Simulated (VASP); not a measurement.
**SnO2: single point with PBE**

The system is SnO2.

```
CELL_PARAMETERS angstrom
6.59079 -0.20330 -0.76663
-0.18688 6.65791 0.36123
-0.77280 0.38838 7.41611
ATOMIC_POSITIONS crystal
Sn 0.51747 0.58645 0.45379
Sn 0.27678 0.42097 0.83266
Sn 0.75979 0.17805 0.71132
Sn 0.44759 0.85867 0.97356
Sn 0.01964 0.81804 0.47087
Sn 0.40580 0.13702 0.28387
Sn 0.99925 0.33587 0.35486
Sn 0.86223 0.65100 0.92477
O 0.45603 0.02243 0.56557
O 0.13254 0.51645 0.56348
O 0.50856 0.84587 0.25521
O 0.37374 0.15178 0.99733
O 0.78701 0.70772 0.61216
O 0.36079 0.81529 0.57625
O 0.92715 0.62471 0.21924
O 0.68596 0.31869 0.39621
O 0.54954 0.58016 0.96028
O 0.99212 0.09819 0.59247
O 0.51211 0.36822 0.67830
O 0.08732 0.05961 0.27592
O 0.73605 0.94479 0.91200
O 0.16750 0.71720 0.88617
O 0.96058 0.36375 0.89119
O 0.29351 0.41896 0.27542
```

```yaml
Program: VASP 6.6.1
Task: single point
Functional: PBE
Potentials_or_basis: VASP PAW PBE potentials, release 64 (Sn_d, O)
Cutoff: 520 eV
k_mesh: 4 × 4 × 3
Occupations: gaussian, width 0.02 eV
Spin: no spin polarisation
```

```yaml
Pressure: 0.7 GPa
Largest_force: 0.318 eV/Å
Band_gap_on_the_k_mesh: zero (bands 104 and 105 overlap by 0.59 eV)
```

Forces in eV/Å, atoms in the order of the input:
```
Sn  -0.015  0.003 -0.014
Sn   0.030  0.025  0.043
Sn  -0.010 -0.012  0.036
Sn   0.032  0.027 -0.111
Sn  -0.074 -0.038 -0.086
Sn   0.101 -0.036 -0.044
Sn   0.024 -0.033 -0.003
Sn  -0.033  0.033  0.009
O    0.032  0.132 -0.024
O   -0.074 -0.108 -0.015
O    0.012  0.107  0.004
O    0.030  0.010  0.023
O   -0.130 -0.062  0.078
O    0.041 -0.067  0.115
O    0.028  0.137  0.032
O    0.037 -0.085 -0.071
O    0.001 -0.139  0.042
O    0.117  0.021  0.077
O    0.036  0.010  0.090
O   -0.080  0.085 -0.049
O    0.016  0.054  0.027
O   -0.032  0.041 -0.005
O   -0.115 -0.218 -0.201
O    0.024  0.114  0.047
```

Stress tensor (GPa, compression positive):
```
 0.42 -0.12 -0.11
-0.12  0.92 -0.12
-0.11 -0.12  0.67
```

Levels at points of the mesh, in eV from the Fermi level:
```tsv
k point	band 101	band 102	band 103	band 104	band 105	band 106	band 107	band 108
(0.00, 0.00, 0.00)	-2.96	-2.75	-2.54	-2.42	0.61	0.91	1.22	1.51
(0.50, 0.00, 0.00)	-2.86	-2.72	-2.58	-0.50	-0.28	1.12	1.23	1.40
(0.00, 0.50, 0.00)	-2.91	-2.68	-2.48	-0.58	-0.10	0.81	1.02	1.37
(0.50, 0.50, 0.00)	-2.90	-2.76	-2.49	0.22	0.52	0.65	0.78	1.26
```

Wall time 51 min on 1 thread of Oxide Virtual Turin-like Processor (shared host), peak memory 0.72 GiB.

Caveat: spin-orbit coupling is left out, which moves the levels of the heavy elements.
